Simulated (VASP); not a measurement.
# Mo (Fd-3m) in VASP: a series of runs

Mo is run at these levels: BLYP; tasks: single point, relaxation of cell and atoms.

All numbers are computed with VASP 6.6.1; they aren't measurements. Logs are shortened: lines on timing, memory, paths and dates and some standing lists are left out, and cuts for length are marked.

### Step 1. The cell of the first run

Symmetry: Fd-3m, No. 227, cubic system. Conventional cell: a = 5.866 Å, b = 5.866 Å, c = 5.866 Å, α = 90.00°, β = 90.00°, γ = 90.00°. Within 3.4 Å of Mo (site symmetry -43m) lie 4 Mo at 2.54 Å.

### Step 2. Single point, BLYP (volume scaled by 1.04)

Contents of INCAR:

```
  PREC = Accurate
  ENCUT = 520
  EDIFF = 1E-6
  ISMEAR = -1
  SIGMA = 0.1
  LREAL = False
  LASPH = True
  NELM = 80
  ALGO = Normal
  ISIF = 2
  LWAVE = False
  LCHARG = False
  GGA = B5
  ALDAX = 1.0
  AGGAX = 1.0
  AGGAC = 1.0
  ALDAC = 0.0
  NBANDS = 21
```

Contents of KPOINTS:

```
regular mesh
0
Gamma
  11 11 11
```

Contents of POSCAR:

```
Mo
1.0
    0.0000000000      2.9329947484      2.9329947484
    2.9329947484      0.0000000000      2.9329947484
    2.9329947484      2.9329947484      0.0000000000
Mo
2
Direct
    0.1250000000      0.1250000000      0.1250000000
    0.8750000000      0.8750000000      0.8750000000
```

Potentials or basis: VASP PAW PBE potentials, release 64 (Mo_sv).

On the command line:

```console
cat potpaw_PBE.64/Mo_sv/POTCAR > POTCAR
mpirun -np 1 vasp_std > vasp.out
```

OUTCAR:

```text
PREC = Accurate
   ENCUT = 520
   EDIFF = 1E-6
   ISMEAR = -1
   LREAL = False
   LASPH = True
   NELM = 80
   ISIF = 2
   GGA = B5

 ion  position               nearest neighbor table
   1  0.125  0.125  0.125-   2 2.54   2 2.54   2 2.54   2 2.54
   2  0.875  0.875  0.875-   1 2.54   1 2.54   1 2.54   1 2.54

  LATTYP: Found a face centered cubic cell.
 ALAT       =     5.8659894968

  Lattice vectors:

 A1 = (   0.0000000000,   2.9329947484,   2.9329947484)
 A2 = (   2.9329947484,   0.0000000000,   2.9329947484)
 A3 = (   2.9329947484,   2.9329947484,   0.0000000000)

Analysis of symmetry for initial positions (statically):
=====================================================================
 Subroutine PRICEL returns:
 Original cell was already a primitive cell.

 Routine SETGRP: Setting up the symmetry group for a
 face centered cubic supercell.

 Subroutine GETGRP returns: Found 48 space group operations
 (whereof 12 operations were pure point group operations)
 out of a pool of 48 trial point group operations.

The static configuration has the point symmetry D_3d.
 The point group associated with its full space group is O_h .

Analysis of symmetry for dynamics (positions and initial velocities):
=====================================================================
 Subroutine PRICEL returns:
 Original cell was already a primitive cell.

 Routine SETGRP: Setting up the symmetry group for a
 face centered cubic supercell.

 Subroutine GETGRP returns: Found 48 space group operations
 (whereof 12 operations were pure point group operations)
 out of a pool of 48 trial point group operations.

The dynamic configuration has the point symmetry D_3d.
 The point group associated with its full space group is O_h .

 Subroutine INISYM returns: Found 48 space group operations
 (whereof 12 operations are pure point group operations),
 and found     1 'primitive' translations

----------------------------------------------------------------------------------------

                                     Primitive cell

  volume of cell :      50.4619

  direct lattice vectors                    reciprocal lattice vectors
     0.000000000  2.932994748  2.932994748    -0.170474223  0.170474223  0.170474223
     2.932994748  0.000000000  2.932994748     0.170474223 -0.170474223  0.170474223
     2.932994748  2.932994748  0.000000000     0.170474223  0.170474223 -0.170474223

  length of vectors
     4.147880952  4.147880952  4.147880952     0.295270015  0.295270015  0.295270015

  position of ions in fractional coordinates (direct lattice)
     0.125000000  0.125000000  0.125000000
     0.875000000  0.875000000  0.875000000

  ion indices of the primitive-cell ions
   primitive index   ion index
                 1           1
                 2           2

----------------------------------------------------------------------------------------

 KPOINTS: regular mesh

Automatic generation of k-mesh.
 Grid dimensions read from file:
 generate k-points for:   11   11   11

 Generating k-lattice:

  Cartesian coordinates                     Fractional coordinates (reciprocal lattice)
    -0.015497657  0.015497657  0.015497657     0.090909091  0.000000000  0.000000000
     0.015497657 -0.015497657  0.015497657     0.000000000  0.090909091  0.000000000
     0.015497657  0.015497657 -0.015497657     0.000000000  0.000000000  0.090909091

  Length of vectors
     0.026842729  0.026842729  0.026842729

  Shift w.r.t. Gamma in fractional coordinates (k-lattice)
     0.000000000  0.000000000  0.000000000

 Subroutine IBZKPT returns following result:
 ===========================================

 Found     56 irreducible k-points:

 Following reciprocal coordinates:
            Coordinates               Weight
  0.000000  0.000000  0.000000      1.000000
  0.090909  0.000000  0.000000      8.000000
  0.181818  0.000000  0.000000      8.000000
  0.272727  0.000000  0.000000      8.000000
  0.363636  0.000000  0.000000      8.000000
  0.454545  0.000000  0.000000      8.000000
[... 16 lines left out ...]
 -0.272727  0.181818  0.000000     24.000000
 -0.181818  0.181818  0.000000     12.000000
 [... further k-points ...]
   k-points           NKPTS =     56   k-points in BZ     NKDIM =     56   number of bands    NBANDS=     21
   number of dos      NEDOS =    301   number of ions     NIONS =      2
   total plane-waves  NPLWV =  32768
   dimension x,y,z NGX =    32 NGY =   32 NGZ =   32
   dimension x,y,z NGXF=    64 NGYF=   64 NGZF=   64
   ions per type =               2
   NGX,Y,Z   is equivalent  to a cutoff of  12.83, 12.83, 12.83 a.u.
   NGXF,Y,Z  is equivalent  to a cutoff of  25.65, 25.65, 25.65 a.u.
 SYSTEM =  unknown system
   PREC   = accura    normal or accurate (medium, high low for compatibility)
   ISTART =      0    job   : 0-new  1-cont  2-samecut
   ICHARG =      2    charge: 1-file 2-atom 10-const
   ISPIN  =      1    spin polarized calculation?
   LNONCOLLINEAR =      F non collinear calculations
   LSORBIT =      F    spin-orbit coupling
   LASPH  =      T    aspherical Exc in radial PAW
   ENCUT  =  520.0 eV  38.22 Ry    6.18 a.u.   7.71  7.71  7.71*2*pi/ulx,y,z
   NELM   =     80;   NELMIN=  2; NELMDL= -5     # of ELM steps
   EDIFF  = 0.1E-05   stopping-criterion for ELM
   LREAL  =      F    real-space projection
   EDIFFG = 0.1E-04   stopping-criterion for IOM
   NSW    =      0    number of steps for IOM
   IBRION =     -1    ionic relax: 0-MD 1-quasi-New 2-CG
   NFREE  =      0    steps in history (QN), initial steepest desc. (CG)
   ISIF   =      2    stress and relaxation
   ISYM   =      2    0-nonsym 1-usesym 2-fastsym
   POTIM  = 0.5000    time-step for ionic-motion
   TEBEG  =    0.0;   TEEND  =   0.0 temperature during run
   PSTRESS=    0.0 pullay stress
   NELECT =      28.0000    total number of electrons
   NUPDOWN=      -1.0000    fix difference up-down
   EMIN   =  10.00;   EMAX   =-10.00  energy-range for DOS
   EFERMI =   0.00;   METHOD = LEGACY
   ISMEAR =    -1;   SIGMA  =   0.10  broadening in eV -4-tet -1-fermi 0-gaus
   EFERMI_NEDOS =   21; number of points for ismear=-14 and -15
   IALGO  =     38    algorithm
   IMIX   =      4    mixing-type and parameters
     AMIX     =   0.40;   BMIX     =  1.00
     AMIX_MAG =   1.60;   BMIX_MAG =  1.00
  volume/ion in A,a.u.               =      25.23       170.27
  Fermi-wavevector in a.u.,A,eV,Ry     =   1.345260  2.542173 24.622796  1.809724
  Thomas-Fermi vector in A             =   2.473187
   LORBIT       =      0    0 simple, 1 ext, 2 COOP (PROOUT), +10 PAW based schemes
   GGA     = B5    functional components
   LHFCALC =     F    Hartree Fock is set to
   AEXX    =    0.0000 exact exchange contribution
   IVDW    =     0    specifies the selected vdW correction
   LEPSILON=     F    determine dielectric tensor
   LRPA    =     F    only Hartree local field effects (RPA)
 non-spin polarized calculation
  energy-cutoff  :      520.00
  volume of cell :       50.46
 maximum number of plane-waves:      1375
   NGX = 15   NGY = 15   NGZ = 15

 number of electron      28.0000002 magnetization

 Free energy of the ion-electron system (eV)
  ---------------------------------------------------
  ext. energy  EPLUGINS =         0.00000000
  ---------------------------------------------------
  free energy    TOTEN  =       -15.62967420 eV

  energy without entropy =      -15.53135486  energy(sigma->0) =      -15.58051453

 E-fermi :   6.4027     XC(G=0):  -9.7593

 val. band max:        6.3940104103   @ k =   0.3636   0.1818   0.0000
 cond. band min:       6.4133184467   @ k =  -0.2727   0.2727   0.0000
 fundamental gap:      0.0193080364
 Fermi energy:         6.4026847046

 k-point     1 :       0.0000    0.0000    0.0000
  band No.  band energies     occupation
      1     -53.8055      2.00000
      2     -53.3072      2.00000
      3     -28.2598      2.00000
      4     -28.2598      2.00000
      5     -28.2598      2.00000
      6     -27.3876      2.00000
[... 13 lines left out ...]
     20      17.8087      0.00000
     21      18.4231      0.00000

 k-point     2 :       0.0909    0.0000    0.0000
  band No.  band energies     occupation
      1     -53.7982      2.00000
      2     -53.3149      2.00000
      3     -28.2686      2.00000
      4     -28.2686      2.00000
      5     -28.2589      2.00000
      6     -27.3890      2.00000
[... 13 lines left out ...]
     20      17.0497      0.00000
     21      18.1932      0.00000

 k-point     3 :       0.1818    0.0000    0.0000
  band No.  band energies     occupation
      1     -53.7772      2.00000
      2     -53.3369      2.00000
      3     -28.2912      2.00000
      4     -28.2912      2.00000
      5     -28.2564      2.00000
      6     -27.3923      2.00000
[... 13 lines left out ...]
     20      15.7032      0.00000
     21      16.9429      0.00000

 k-point     4 :       0.2727    0.0000    0.0000
  band No.  band energies     occupation
      1     -53.7460      2.00000
      2     -53.3693      2.00000
      3     -28.3191      2.00000
      4     -28.3191      2.00000
      5     -28.2538      2.00000
      6     -27.3960      2.00000
[... 13 lines left out ...]
     20      13.7761      0.00000
     21      16.4704      0.00000

 k-point     5 :       0.3636    0.0000    0.0000
  band No.  band energies     occupation
      1     -53.7116      2.00000
      2     -53.4048      2.00000
      3     -28.3433      2.00000
      4     -28.3433      2.00000
      5     -28.2520      2.00000
      6     -27.3987      2.00000
[... 13 lines left out ...]
     20      12.0036      0.00000
     21      16.2796      0.00000
[... 382 lines left out ...]
     20      10.6124      0.00000
     21      14.0755      0.00000

 k-point    22 :      -0.3636    0.1818    0.0000
  band No.  band energies     occupation
      1     -53.6688      2.00000
      2     -53.4487      2.00000
      3     -28.4391      2.00000
      4     -28.3710      2.00000
      5     -28.1250      2.00000
      6     -27.5227      2.00000
[... 13 lines left out ...]
     20      11.1531      0.00000
     21      13.8866      0.00000

 k-point    23 :      -0.2727    0.1818    0.0000
  band No.  band energies     occupation
      1     -53.7000      2.00000
      2     -53.4167      2.00000
      3     -28.4190      2.00000
      4     -28.3455      2.00000
      5     -28.1561      2.00000
      6     -27.4917      2.00000
[... 13 lines left out ...]
     20      12.6001      0.00000
     21      14.0413      0.00000

 k-point    24 :      -0.1818    0.1818    0.0000
  band No.  band energies     occupation
      1     -53.7341      2.00000
      2     -53.3815      2.00000
      3     -28.3816      2.00000
      4     -28.3178      2.00000
      5     -28.1949      2.00000
      6     -27.4535      2.00000
[... 13 lines left out ...]
     20      14.3071      0.00000
     21      14.5922      0.00000

 [... further k-points ...]
[... 5 lines left out ...]
  --------------------------------------------------------------------------------------
  -------------------------------------------------------------------------------------
  Total       -0.9538380     -0.9538380     -0.9538380      0.0000000      0.0000000      0.0000000
  in kB      -30.2845668    -30.2845668    -30.2845668      0.0000000      0.0000000      0.0000000
  external PRESSURE =     -30.2845668 kB  Pullay stress =       0.0000000 kB

 VOLUME and BASIS-vectors are now :
 -----------------------------------------------------------------------------
  energy-cutoff  :      520.00
  volume of cell :       50.46
      direct lattice vectors                 reciprocal lattice vectors
     0.000000000  2.932994748  2.932994748    -0.170474223  0.170474223  0.170474223
     2.932994748  0.000000000  2.932994748     0.170474223 -0.170474223  0.170474223
     2.932994748  2.932994748  0.000000000     0.170474223  0.170474223 -0.170474223

 POSITION                                       TOTAL-FORCE (eV/Angst)
 -----------------------------------------------------------------------------------
      0.73325      0.73325      0.73325         0.000000      0.000000      0.000000
      5.13274      5.13274      5.13274        -0.000000     -0.000000     -0.000000
 -----------------------------------------------------------------------------------
    total drift:                                0.000000      0.000000     -0.000000

  FREE ENERGIE OF THE ION-ELECTRON SYSTEM (eV)
  ---------------------------------------------------
  free  energy   TOTEN  =       -15.6296742023 eV

  energy  without entropy=      -15.5313548634  energy(sigma->0) =      -15.58051453
```

Wall time 1.8 min (1 thread of AMD EPYC 7R13, shared host); peak memory 0.17 GiB.

Results:

```
Free energy            : -15.6297 eV
Pressure               : -3.0 GPa
Band gap on the k mesh : zero (band 14 reaches 6.66 eV, above the bottom of band 15 at 6.19 eV)
```

Caveat: the PAW data sets were made with another functional, which shifts forces and pressure a little.

### Step 3. Single point, BLYP (volume scaled by 1.08)

Contents of INCAR:

```
AGGAC    = 1.0          
AGGAX    = 1.0          
ALDAC    = 0.0          
ALDAX    = 1.0          
ALGO     = Normal         # electronic algorithm
EDIFF    = 1E-6           # SCF threshold, eV
ENCUT    = 520            # plane-wave cutoff, eV
GGA      = B5             # functional
ISIF     = 2              # what is computed and relaxed
ISMEAR   = -1             # smearing method
LASPH    = True           # aspherical terms in the spheres
LCHARG   = True           # write CHGCAR
LELF     = True           # ELF
LREAL    = False          # projectors in reciprocal space
LVHAR    = True         
LWAVE    = False          # write WAVECAR
NBANDS   = 21             # bands
NELM     = 100            # most SCF steps
PREC     = Accurate       # precision mode
SIGMA    = 0.1            # smearing width, eV
```

Contents of KPOINTS:

```
k-points
0
Gamma
  11 11 11
```

Contents of POSCAR:

```
Mo
1.0
    0.0000000000      2.9701252059      2.9701252059
    2.9701252059      0.0000000000      2.9701252059
    2.9701252059      2.9701252059      0.0000000000
Mo
2
Direct
    0.1250000000      0.1250000000      0.1250000000
    0.8750000000      0.8750000000      0.8750000000
```

Potentials or basis: VASP PAW PBE potentials, release 64 (Mo_sv).

On the command line:

```console
cat potpaw_PBE.64/Mo_sv/POTCAR > POTCAR
mpirun -np 1 vasp_std > vasp.out
```

Wall time 99 s (1 thread of AMD EPYC 7R13, shared host); peak memory 0.17 GiB.

The run converged. Its results:

```
Free energy            : -15.5756 eV
Pressure               : -5.9 GPa
Band gap on the k mesh : zero (band 14 reaches 6.28 eV, above the bottom of band 15 at 5.81 eV)
```

Levels at points of the mesh, in eV from the Fermi level:
| k point | band 11 | band 12 | band 13 | band 14 | band 15 | band 16 | band 17 | band 18 |
| --- | --- | --- | --- | --- | --- | --- | --- | --- |
| (0.00, 0.00, 0.00) | -1.75 | -1.14 | -1.14 | -1.14 | 1.14 | 1.14 | 1.14 | 3.71 |

Caveat: the PAW data sets were made with another functional, which shifts forces and pressure a little.

### Step 4. Single point, BLYP (volume scaled by 1.12)

Contents of INCAR:

```
SYSTEM = Mo
AGGAC = 1.0 ; AGGAX = 1.0
ALDAC = 0.0 ; ALDAX = 1.0
ALGO = Normal ; EDIFF = 1E-6
ENCUT = 520 ; GGA = B5
ISIF = 2 ; ISMEAR = -1
LASPH = .TRUE. ; LCHARG = .TRUE.
LELF = .TRUE. ; LREAL = .FALSE.
LVHAR = .TRUE. ; LWAVE = .FALSE.
NBANDS = 21 ; NELM = 60
PREC = Accurate ; SIGMA = 0.1
```

Contents of KPOINTS:

```
k-points
0
G
  11 11 11
  0 0 0
```

Contents of POSCAR:

```
Mo
1.0
    0.0000000000      3.0063498151      3.0063498151
    3.0063498151      0.0000000000      3.0063498151
    3.0063498151      3.0063498151      0.0000000000
Mo
2
Direct
    0.1250000000      0.1250000000      0.1250000000
    0.8750000000      0.8750000000      0.8750000000
```

On the command line:

```console
cat potpaw_PBE.64/Mo_sv/POTCAR > POTCAR
mpirun -np 1 vasp_std > vasp.out
```

Run time: 1.8 min. Hardware: 1 thread of AMD EPYC 7R13, shared host; peak memory 0.17 GiB.

It converged, with:

| Quantity | Value |
| --- | --- |
| Free energy | -15.4901 eV |
| Pressure | -8.2 GPa |
| Band gap on the k mesh | zero (band 14 reaches 5.92 eV, above the bottom of band 15 at 5.47 eV) |

Levels at points of the mesh, in eV from the Fermi level:
```tsv
k point	band 11	band 12	band 13	band 14	band 15	band 16	band 17	band 18
(0.00, 0.00, 0.00)	-1.64	-1.10	-1.10	-1.10	1.11	1.11	1.11	3.55
```

Caveat: the PAW data sets were made with another functional, which shifts forces and pressure a little.

(Part 1 of 2 ends here.)
